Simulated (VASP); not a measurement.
# TaN (I4mm) in VASP: notebook

TaN is run at these levels: PBE; tasks: single point.

All numbers are computed with VASP 6.6.1; they aren't measurements. Logs are shortened: lines on timing, memory, paths and dates and some standing lists are left out, and cuts for length are marked.

### 1 The cell of the first run

It takes space group I4mm (No. 107, tetragonal). The conventional cell has a = 3.082 Å, b = 3.082 Å, c = 4.358 Å, α = 90.00°, β = 90.00°, γ = 90.00°. Within 2.8 Å of Ta (site symmetry 4mm) lie 6 N at 2.12 to 2.24 Å. N (site symmetry 4mm) has 6 Ta at 2.12 to 2.24 Å within 2.8 Å.

### 2 Single point, PBE (all Ta atoms moved +0.062 Å, as atom 1 along Cartesian [0 0 1])

File INCAR:

```
SYSTEM = TaN
PREC = Accurate
ENCUT = 520
EDIFF = 1E-6
ISMEAR = 0
SIGMA = 0.15
LREAL = .False.
LASPH = .True.
NELM = 60
ALGO = Normal
ISIF = 2
LWAVE = .False.
LCHARG = .False.
GGA = PE
NBANDS = 15
```

File KPOINTS:

```
regular mesh
0
Gamma
  18 18 18
  0 0 0
```

File POSCAR:

```
TaN
1.0
    0.0000000000      2.1790000000      2.1790000000
    2.1790000000      0.0000000000      2.1790000000
    2.1790000000      2.1790000000      0.0000000000
Ta N
1 1
Direct
    0.5143414410      0.5143414410      0.4856585590
    0.0000000000      0.0000000000      0.0000000000
```

Potentials or basis: VASP PAW PBE potentials, release 64 (Ta_pv, N).

Launch:

```sh
$ cat potpaw_PBE.64/Ta_pv/POTCAR potpaw_PBE.64/N/POTCAR > POTCAR
$ mpirun -np 1 vasp_std > vasp.out
```

OUTCAR:

```text
SYSTEM = TaN
   PREC = Accurate
   ENCUT = 520
   EDIFF = 1E-6
   ISMEAR = 0
   LREAL = .False.
   LASPH = .True.
   NELM = 60
   ISIF = 2
   GGA = PE

 ion  position               nearest neighbor table
   1  0.514  0.514  0.486-   2 2.12   2 2.18   2 2.18   2 2.18   2 2.18   2 2.24
   2  0.000  0.000  0.000-   1 2.12   1 2.18   1 2.18   1 2.18   1 2.18   1 2.24

  LATTYP: Found a face centered cubic cell.
 ALAT       =     4.3580000000

  Lattice vectors:

 A1 = (   0.0000000000,   2.1790000000,   2.1790000000)
 A2 = (   2.1790000000,   0.0000000000,   2.1790000000)
 A3 = (   2.1790000000,   2.1790000000,   0.0000000000)

Analysis of symmetry for initial positions (statically):
=====================================================================
 Subroutine PRICEL returns:
 Original cell was already a primitive cell.

 Routine SETGRP: Setting up the symmetry group for a
 face centered cubic supercell.

 Subroutine GETGRP returns: Found  8 space group operations
 (whereof  8 operations were pure point group operations)
 out of a pool of 48 trial point group operations.

The static configuration has the point symmetry C_4v.

Analysis of symmetry for dynamics (positions and initial velocities):
=====================================================================
 Subroutine PRICEL returns:
 Original cell was already a primitive cell.

 Routine SETGRP: Setting up the symmetry group for a
 face centered cubic supercell.

 Subroutine GETGRP returns: Found  8 space group operations
 (whereof  8 operations were pure point group operations)
 out of a pool of 48 trial point group operations.

The dynamic configuration has the point symmetry C_4v.

 Subroutine INISYM returns: Found  8 space group operations
 (whereof  8 operations are pure point group operations),
 and found     1 'primitive' translations

----------------------------------------------------------------------------------------

                                     Primitive cell

  volume of cell :      20.6920

  direct lattice vectors                    reciprocal lattice vectors
     0.000000000  2.179000000  2.179000000    -0.229463056  0.229463056  0.229463056
     2.179000000  0.000000000  2.179000000     0.229463056 -0.229463056  0.229463056
     2.179000000  2.179000000  0.000000000     0.229463056  0.229463056 -0.229463056

  length of vectors
     3.081571352  3.081571352  3.081571352     0.397441672  0.397441672  0.397441672

  position of ions in fractional coordinates (direct lattice)
     0.514341441  0.514341441  0.485658559
     0.000000000  0.000000000  0.000000000

  ion indices of the primitive-cell ions
   primitive index   ion index
                 1           1
                 2           2

----------------------------------------------------------------------------------------

 KPOINTS: regular mesh

Automatic generation of k-mesh.
 Grid dimensions read from file:
 generate k-points for:   18   18   18

 Generating k-lattice:

  Cartesian coordinates                     Fractional coordinates (reciprocal lattice)
    -0.012747948  0.012747948  0.012747948     0.055555556  0.000000000  0.000000000
     0.012747948 -0.012747948  0.012747948     0.000000000  0.055555556  0.000000000
     0.012747948  0.012747948 -0.012747948     0.000000000  0.000000000  0.055555556

  Length of vectors
     0.022080093  0.022080093  0.022080093

  Shift w.r.t. Gamma in fractional coordinates (k-lattice)
     0.000000000  0.000000000  0.000000000

 Subroutine IBZKPT returns following result:
 ===========================================

 Found    480 irreducible k-points:

 Following reciprocal coordinates:
            Coordinates               Weight
  0.000000  0.000000  0.000000      1.000000
  0.055556  0.000000  0.000000      8.000000
  0.111111  0.000000  0.000000      8.000000
  0.166667  0.000000  0.000000      8.000000
  0.222222  0.000000  0.000000      8.000000
  0.277778  0.000000  0.000000      8.000000
[... 16 lines left out ...]
  0.388889  0.055556  0.000000      8.000000
  0.000000  0.388889  0.055556     16.000000
 [... further k-points ...]
   k-points           NKPTS =    480   k-points in BZ     NKDIM =    480   number of bands    NBANDS=     15
   number of dos      NEDOS =    301   number of ions     NIONS =      2
   total plane-waves  NPLWV =  13824
   dimension x,y,z NGX =    24 NGY =   24 NGZ =   24
   dimension x,y,z NGXF=    48 NGYF=   48 NGZF=   48
   ions per type =               1   1
   NGX,Y,Z   is equivalent  to a cutoff of  12.95, 12.95, 12.95 a.u.
   NGXF,Y,Z  is equivalent  to a cutoff of  25.90, 25.90, 25.90 a.u.
 SYSTEM =  TaN
   PREC   = accura    normal or accurate (medium, high low for compatibility)
   ISTART =      0    job   : 0-new  1-cont  2-samecut
   ICHARG =      2    charge: 1-file 2-atom 10-const
   ISPIN  =      1    spin polarized calculation?
   LNONCOLLINEAR =      F non collinear calculations
   LSORBIT =      F    spin-orbit coupling
   LASPH  =      T    aspherical Exc in radial PAW
   ENCUT  =  520.0 eV  38.22 Ry    6.18 a.u.   5.73  5.73  5.73*2*pi/ulx,y,z
   NELM   =     60;   NELMIN=  2; NELMDL= -5     # of ELM steps
   EDIFF  = 0.1E-05   stopping-criterion for ELM
   LREAL  =      F    real-space projection
   EDIFFG = 0.1E-04   stopping-criterion for IOM
   NSW    =      0    number of steps for IOM
   IBRION =     -1    ionic relax: 0-MD 1-quasi-New 2-CG
   NFREE  =      0    steps in history (QN), initial steepest desc. (CG)
   ISIF   =      2    stress and relaxation
   ISYM   =      2    0-nonsym 1-usesym 2-fastsym
   POTIM  = 0.5000    time-step for ionic-motion
   TEBEG  =    0.0;   TEEND  =   0.0 temperature during run
   PSTRESS=    0.0 pullay stress
   NELECT =      16.0000    total number of electrons
   NUPDOWN=      -1.0000    fix difference up-down
   EMIN   =  10.00;   EMAX   =-10.00  energy-range for DOS
   EFERMI =   0.00;   METHOD = LEGACY
   ISMEAR =     0;   SIGMA  =   0.15  broadening in eV -4-tet -1-fermi 0-gaus
   EFERMI_NEDOS =   21; number of points for ismear=-14 and -15
   IALGO  =     38    algorithm
   IMIX   =      4    mixing-type and parameters
     AMIX     =   0.40;   BMIX     =  1.00
     AMIX_MAG =   1.60;   BMIX_MAG =  1.00
  volume/ion in A,a.u.               =      10.35        69.82
  Fermi-wavevector in a.u.,A,eV,Ry     =   1.502615  2.839530 30.719922  2.257851
  Thomas-Fermi vector in A             =   2.613832
   LORBIT       =      0    0 simple, 1 ext, 2 COOP (PROOUT), +10 PAW based schemes
   GGA     = PE    functional components
   LHFCALC =     F    Hartree Fock is set to
   AEXX    =    0.0000 exact exchange contribution
   IVDW    =     0    specifies the selected vdW correction
   LEPSILON=     F    determine dielectric tensor
   LRPA    =     F    only Hartree local field effects (RPA)
 non-spin polarized calculation
 Gauss-broadening in eV      SIGMA  =   0.15
  energy-cutoff  :      520.00
  volume of cell :       20.69
 maximum number of plane-waves:       568
   NGX = 11   NGY = 11   NGZ = 11

 number of electron      15.9999999 magnetization

 Free energy of the ion-electron system (eV)
  ---------------------------------------------------
  ext. energy  EPLUGINS =         0.00000000
  ---------------------------------------------------
  free energy    TOTEN  =       -21.77171557 eV

  energy without entropy =      -21.76243528  energy(sigma->0) =      -21.76707543

 E-fermi :   9.8587     XC(G=0): -13.5875

 val. band max:        9.8546632643   @ k =   0.2222   0.1111   0.0000
 cond. band min:       9.8587778915   @ k =  -0.3333   0.1667   0.0556
 fundamental gap:      0.0041146272
 Fermi energy:         9.8586736925

 k-point     1 :       0.0000    0.0000    0.0000
  band No.  band energies     occupation
      1     -25.8617      2.00000
      2     -25.8583      2.00000
      3     -25.8583      2.00000
      4      -9.2315      2.00000
      5       5.8336      2.00000
      6       5.8336      2.00000
      7       5.8567      2.00000
      8       7.6810      2.00000
      9       7.8088      2.00000
     10       7.8088      2.00000
     11       9.9348      0.47283
     12      10.0642      0.05271
     13      11.6043      0.00000
     14      19.2630      0.00000
     15      22.2938      0.00000

 k-point     2 :       0.0556    0.0000    0.0000
  band No.  band energies     occupation
      1     -25.8908      2.00000
      2     -25.8631      2.00000
      3     -25.8611      2.00000
      4      -9.1520      2.00000
      5       5.3483      2.00000
      6       5.5786      2.00000
      7       5.7067      2.00000
      8       7.7565      2.00000
      9       7.9013      2.00000
     10       7.9892      2.00000
     11      10.2688      0.00011
     12      10.3860      0.00000
     13      11.8368      0.00000
     14      19.5060      0.00000
     15      22.2937      0.00000

 k-point     3 :       0.1111    0.0000    0.0000
  band No.  band energies     occupation
      1     -25.9793      2.00000
      2     -25.8711      2.00000
      3     -25.8690      2.00000
      4      -8.9208      2.00000
      5       4.5026      2.00000
      6       4.9953      2.00000
      7       5.1011      2.00000
      8       8.0343      2.00000
      9       8.1648      2.00000
     10       8.2788      2.00000
     11      11.0954      0.00000
     12      11.1892      0.00000
     13      12.4491      0.00000
     14      20.1920      0.00000
     15      22.2934      0.00000
[... 343 lines left out ...]
 k-point    23 :       0.3889    0.0556    0.0000
  band No.  band energies     occupation
      1     -26.6600      2.00000
      2     -25.9521      2.00000
      3     -25.9430      2.00000
      4      -6.7186      2.00000
      5       0.1894      2.00000
      6       2.3960      2.00000
      7       2.5967      2.00000
      8       9.8491      1.07200
      9      11.1844      0.00000
     10      11.3286      0.00000
     11      14.8661      0.00000
     12      15.7787      0.00000
     13      16.9786      0.00000
     14      21.8683      0.00000
     15      22.3423      0.00000

 k-point    24 :       0.0000    0.3889    0.0556
  band No.  band energies     occupation
      1     -26.6596      2.00000
      2     -25.9536      2.00000
      3     -25.9417      2.00000
      4      -6.7199      2.00000
      5       0.1897      2.00000
      6       2.3826      2.00000
      7       2.6141      2.00000
      8       9.8323      1.19672
      9      11.1845      0.00000
     10      11.3254      0.00000
     11      14.8903      0.00000
     12      15.8485      0.00000
     13      16.8985      0.00000
     14      21.8533      0.00000
     15      22.3408      0.00000

 [... further k-points ...]
[... 5 lines left out ...]
  --------------------------------------------------------------------------------------
  -------------------------------------------------------------------------------------
  Total        2.0028960      2.0028960      2.2844729      0.0000000      0.0000000      0.0000000
  in kB      155.0841066    155.0841066    176.8865911      0.0000000      0.0000000      0.0000000
  external PRESSURE =     162.3516014 kB  Pullay stress =       0.0000000 kB

 VOLUME and BASIS-vectors are now :
 -----------------------------------------------------------------------------
  energy-cutoff  :      520.00
  volume of cell :       20.69
      direct lattice vectors                 reciprocal lattice vectors
     0.000000000  2.179000000  2.179000000    -0.229463056  0.229463056  0.229463056
     2.179000000  0.000000000  2.179000000     0.229463056 -0.229463056  0.229463056
     2.179000000  2.179000000  0.000000000     0.229463056  0.229463056 -0.229463056

 POSITION                                       TOTAL-FORCE (eV/Angst)
 -----------------------------------------------------------------------------------
      2.17900      2.17900      2.24150         0.000000      0.000000     -0.583687
      0.00000      0.00000      0.00000         0.000000      0.000000      0.583687
 -----------------------------------------------------------------------------------
    total drift:                               -0.000000     -0.000000      0.000116

  FREE ENERGIE OF THE ION-ELECTRON SYSTEM (eV)
  ---------------------------------------------------
  free  energy   TOTEN  =       -21.7717155750 eV

  energy  without entropy=      -21.7624352826  energy(sigma->0) =      -21.76707543
```

Run time: 78 s. Hardware: 1 thread of Intel Xeon Platinum 8259CL at 2.50GHz (Skylake/Cascade Lake), shared host; peak memory 0.26 GiB.

Results:

| Quantity | Value |
| --- | --- |
| Free energy | -21.7717 eV |
| Pressure | 16.2 GPa |
| Largest force | 0.584 eV/Å |
| Band gap on the k mesh | zero (band 8 reaches 11.82 eV, above the bottom of band 9 at 7.81 eV) |

Forces on the atoms (eV/Å):
```
Ta   0.000  0.000 -0.584
N    0.000  0.000  0.584
```

Levels at points of the mesh, in eV from the Fermi level:
```tsv
k point	band 4	band 5	band 6	band 7	band 8	band 9	band 10	band 11	band 12	band 13
(0.00, 0.00, 0.00)	-19.09	-4.03	-4.03	-4.00	-2.18	-2.05	-2.05	0.08	0.21	1.75
(0.50, 0.00, 0.00)	-15.91	-10.60	-7.78	-7.77	1.97	2.00	2.07	3.89	7.74	7.88
(0.50, 0.50, 0.00)	-17.82	-6.69	-5.66	-4.71	-4.71	2.22	3.70	3.70	4.77	6.92
(0.00, 0.50, 0.50)	-17.83	-6.70	-5.88	-4.72	-4.47	2.24	3.70	3.71	4.80	7.13
```

Caveat: the cell differs from its parent crystal (all Ta atoms moved +0.062 Å, as atom 1 along Cartesian [0 0 1]); spin-orbit coupling is left out, which moves the levels of the heavy elements.

### 3 Single point, PBE (all Ta atoms moved +0.037 Å, as atom 1 along Cartesian [0 0 1])

File INCAR:

```
ALGO = Normal
EDIFF = 1E-6
ENCUT = 520
GGA = PE
ISIF = 2
ISMEAR = 0
LASPH = True
LCHARG = True
LELF = True
LREAL = False
LVHAR = True
LWAVE = False
NBANDS = 15
NELM = 80
PREC = Accurate
SIGMA = 0.15
```

File KPOINTS:

```
k-points
0
Gamma
  18 18 18
```

Edit POSCAR of step 2 so:

```diff
@@ -8,3 +8,3 @@
 Direct
-    0.5143414410      0.5143414410      0.4856585590
+    0.5086048646      0.5086048646      0.4913951354
     0.0000000000      0.0000000000      0.0000000000
```

Potentials or basis: VASP PAW PBE potentials, release 64 (Ta_pv, N).

Launch:

```sh
$ cat potpaw_PBE.64/Ta_pv/POTCAR potpaw_PBE.64/N/POTCAR > POTCAR
$ mpirun -np 1 vasp_std > vasp.out
```

Wall time 84 s (1 thread of Intel Xeon Platinum 8259CL at 2.50GHz (Skylake/Cascade Lake), shared host); peak memory 0.26 GiB.

The run converged. Its results:

- Free energy: -21.7833 eV
- Pressure: 15.8 GPa
- Largest force: 0.342 eV/Å
- Band gap on the k mesh: zero (band 8 reaches 11.84 eV, above the bottom of band 9 at 7.73 eV)

Forces in eV/Å, atoms in the order of the input:
```
Ta   0.000  0.000 -0.342
N    0.000  0.000  0.342
```

Stress tensor (GPa, compression positive):
```
15.52  0.00  0.00
 0.00 15.52  0.00
 0.00  0.00 16.30
```

Levels at points of the mesh, in eV from the Fermi level:
| k point | band 6 | band 7 | band 8 | band 9 | band 10 | band 11 |
| --- | --- | --- | --- | --- | --- | --- |
| (0.00, 0.00, 0.00) | -3.96 | -3.95 | -2.19 | -2.14 | -2.14 | 0.06 |
| (0.50, 0.00, 0.00) | -7.79 | -7.78 | 1.97 | 1.98 | 2.07 | 3.90 |
| (0.50, 0.50, 0.00) | -5.66 | -4.71 | -4.71 | 2.20 | 3.70 | 3.70 |
| (0.00, 0.50, 0.50) | -5.75 | -4.72 | -4.62 | 2.21 | 3.70 | 3.70 |

Caveat: the cell differs from its parent crystal (all Ta atoms moved +0.037 Å, as atom 1 along Cartesian [0 0 1]); spin-orbit coupling is left out, which moves the levels of the heavy elements.

### 4 Single point, PBE (all Ta atoms moved +0.013 Å, as atom 1 along Cartesian [0 0 1])

File INCAR:

```
SYSTEM = TaN
PREC = Accurate
ENCUT = 520
EDIFF = 1E-6
ISMEAR = 0
SIGMA = 0.15
LREAL = .FALSE.
LASPH = .TRUE.
NELM = 60
ALGO = Normal
ISIF = 2
LWAVE = .FALSE.
LCHARG = .TRUE.
GGA = PE
LELF = .TRUE.
LVHAR = .TRUE.
NBANDS = 15
```

File KPOINTS:

```
regular mesh
0
G
  18 18 18
  0 0 0
```

Edit POSCAR of step 3 so:

```diff
@@ -8,3 +8,3 @@
 Direct
-    0.5086048646      0.5086048646      0.4913951354
+    0.5028682882      0.5028682882      0.4971317118
     0.0000000000      0.0000000000      0.0000000000
```

Potentials or basis: VASP PAW PBE potentials, release 64 (Ta_pv, N).

Launch:

```sh
$ cat potpaw_PBE.64/Ta_pv/POTCAR potpaw_PBE.64/N/POTCAR > POTCAR
$ mpirun -np 1 vasp_std > vasp.out
```

OUTCAR:

```text
SYSTEM = TaN
   PREC = Accurate
   ENCUT = 520
   EDIFF = 1E-6
   ISMEAR = 0
   LREAL = .FALSE.
   LASPH = .TRUE.
   NELM = 60
   ISIF = 2
   GGA = PE

 ion  position               nearest neighbor table
   1  0.503  0.503  0.497-   2 2.17   2 2.18   2 2.18   2 2.18   2 2.18   2 2.19
   2  0.000  0.000  0.000-   1 2.17   1 2.18   1 2.18   1 2.18   1 2.18   1 2.19

  LATTYP: Found a face centered cubic cell.
 ALAT       =     4.3580000000

  Lattice vectors:

 A1 = (   0.0000000000,   2.1790000000,   2.1790000000)
 A2 = (   2.1790000000,   0.0000000000,   2.1790000000)
 A3 = (   2.1790000000,   2.1790000000,   0.0000000000)
[... 609 lines left out ...]
     12      15.7986      0.00000
     13      16.9001      0.00000
     14      21.8678      0.00000
     15      22.3344      0.00000

 [... further k-points ...]
[... 5 lines left out ...]
  --------------------------------------------------------------------------------------
  -------------------------------------------------------------------------------------
  Total        2.0049868      2.0049868      2.0163548      0.0000000     -0.0000000      0.0000000
  in kB      155.2459991    155.2459991    156.1262234      0.0000000     -0.0000000      0.0000000
  external PRESSURE =     155.5394072 kB  Pullay stress =       0.0000000 kB

 VOLUME and BASIS-vectors are now :
 -----------------------------------------------------------------------------
  energy-cutoff  :      520.00
  volume of cell :       20.69
      direct lattice vectors                 reciprocal lattice vectors
     0.000000000  2.179000000  2.179000000    -0.229463056  0.229463056  0.229463056
     2.179000000  0.000000000  2.179000000     0.229463056 -0.229463056  0.229463056
     2.179000000  2.179000000  0.000000000     0.229463056  0.229463056 -0.229463056

 POSITION                                       TOTAL-FORCE (eV/Angst)
 -----------------------------------------------------------------------------------
      2.17900      2.17900      2.19150         0.000000      0.000000     -0.112810
      0.00000      0.00000      0.00000         0.000000      0.000000      0.112810
 -----------------------------------------------------------------------------------
    total drift:                                0.000000      0.000000     -0.000002

  FREE ENERGIE OF THE ION-ELECTRON SYSTEM (eV)
  ---------------------------------------------------
  free  energy   TOTEN  =       -21.7889259374 eV

  energy  without entropy=      -21.7794796629  energy(sigma->0) =      -21.78420280
```

It took 84 s on 1 thread of Intel Xeon Platinum 8259CL at 2.50GHz (Skylake/Cascade Lake), shared host; peak memory 0.26 GiB.

Results:

| Property | Result |
| --- | --- |
| Free energy | -21.7889 eV |
| Pressure | 15.6 GPa |
| Largest force | 0.113 eV/Å |
| Band gap on the k mesh | zero (band 8 reaches 11.85 eV, above the bottom of band 9 at 7.68 eV) |

Forces in eV/Å, atoms in the order of the input:
```
Ta   0.000  0.000 -0.113
N    0.000  0.000  0.113
```

Caveat: the cell differs from its parent crystal (all Ta atoms moved +0.013 Å, as atom 1 along Cartesian [0 0 1]); spin-orbit coupling is left out, which moves the levels of the heavy elements.
